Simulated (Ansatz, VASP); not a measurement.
**One calculation of AlV2C, two programs**

INCAR

```
SYSTEM = AlV2C
PREC     = Accurate       ! precision mode
ENCUT    = 520            ! plane-wave cutoff, eV
EDIFF    = 1E-7           ! SCF threshold, eV
ISMEAR   = -1             ! smearing method
SIGMA    = 0.05           ! smearing width, eV
LREAL    = .False.        ! projectors in reciprocal space
LASPH    = .True.         ! aspherical terms in the spheres
NELM     = 150            ! most SCF steps
ALGO     = Normal         ! electronic algorithm
ISIF     = 2              ! what is computed and relaxed
LWAVE    = .False.        ! write WAVECAR
LCHARG   = .False.        ! write CHGCAR
ISPIN    = 2              ! spin polarisation
MAGMOM   = 2 2 2 2 0 0 0 0 ! initial moments
LORBIT   = 11             ! projections on sites
LMAXMIX  = 4              ! l up to which the mixer works
GGA      = PS             ! functional
NBANDS   = 47             ! bands
```

Contents of KPOINTS:

```
Automatic mesh
0
Gamma
  9 9 2
  0 0 0
```

Contents of POSCAR:

```
AlV2C
1.0
    2.8875990726      0.0000000000      0.0000000000
   -1.4437995363      2.5007341528      0.0000000000
    0.0000000000      0.0000000000     13.6290160344
V Al C
4 2 2
Direct
    0.3333333333      0.6666666667      0.9136157800
    0.6666666667      0.3333333333      0.0863842200
    0.6666666667      0.3333333333      0.4136157800
    0.3333333333      0.6666666667      0.5863842200
    0.6666666667      0.3333333333      0.7500000000
    0.3333333333      0.6666666667      0.2500000000
    0.0000000000      0.0000000000      0.5000000000
    0.0000000000      0.0000000000      0.0000000000
```

input.yaml

```yaml
crystal:
  lattice:
    - [2.8875990726, 0.0, 0.0]
    - [-1.4437995363, 2.5007341528, 0.0]
    - [0.0, 0.0, 13.6290160344]
  atoms:
    - { symbol: V, position: [0.3333333333, 0.6666666667, 0.91361578], spin: 2.0 }
    - { symbol: V, position: [0.6666666667, 0.3333333333, 0.08638422], spin: 2.0 }
    - { symbol: V, position: [0.6666666667, 0.3333333333, 0.41361578], spin: 2.0 }
    - { symbol: V, position: [0.3333333333, 0.6666666667, 0.58638422], spin: 2.0 }
    - { symbol: Al, position: [0.6666666667, 0.3333333333, 0.75] }
    - { symbol: Al, position: [0.3333333333, 0.6666666667, 0.25] }
    - { symbol: C, position: [0.0, 0.0, 0.5] }
    - { symbol: C, position: [0.0, 0.0, 0.0] }
hamiltonian:
  xc: pbesol
  pseudopotentials: { kind: paw }
magnetization:
  spin_polarized: true
kpoints:
  mp_grid: { grid: [9, 9, 2] }
  band_path:
    path:
      - [[0.0, 0.0, 0.0], [0.5, 0.0, 0.0], [0.3333333333, 0.3333333333, 0.0], [0.0, 0.0, 0.0], [0.0, 0.0, 0.5], [0.5, 0.0, 0.5], [0.3333333333, 0.3333333333, 0.5], [0.0, 0.0, 0.5]]
      - [[0.5, 0.0, 0.5], [0.5, 0.0, 0.0]]
      - [[0.3333333333, 0.3333333333, 0.0], [0.3333333333, 0.3333333333, 0.5]]
    npoints: 10
scf:
  occupations: { method: fermi_dirac, width: 0.05 }
  n_extra_bands: 20
output:
  forces: true
  stress: true
  eigenvalues: true
  fatbands: false
  write_density: true
  write_potential: true
  elf: true
  volumetric_format: npy
```

Alike in both runs: functional PBEsol; k mesh 9 × 9 × 2; occupations fermi-dirac, width 0.05 eV; collinear spin.

```csv
,VASP,Ansatz
version,VASP 6.6.1,Ansatz 0.2.0
potentials or method,"VASP PAW PBE potentials, release 64 (V_sv, Al, C)",Ansatz PAW
plane-wave cutoff (eV),520,420
valence electrons in the cell,66,66
task,single point,band structure
```

|  | VASP | Ansatz | Ansatz less VASP |
| --- | --- | --- | --- |
| gap on the k mesh at the Fermi level (eV) | none | none | - |
| pressure (GPa) | -11.0 | -11.3 | -0.30 |
| traceless stress, the component that is largest in VASP (GPa) | -7.08 | -7.11 | -0.026 |
| rms of the force components (eV/Å) | 0.421 | 0.432 | +0.0114 |
| net moment per atom (μB) | 0.00 | 0.00 | 0.000 |

VASP's potentials were made for PBE, not for PBEsol. Atom by atom the forces differ by 0.011 eV/Å (rms over components). A gap of «none» marks a metal or a gap that the smearing closes.
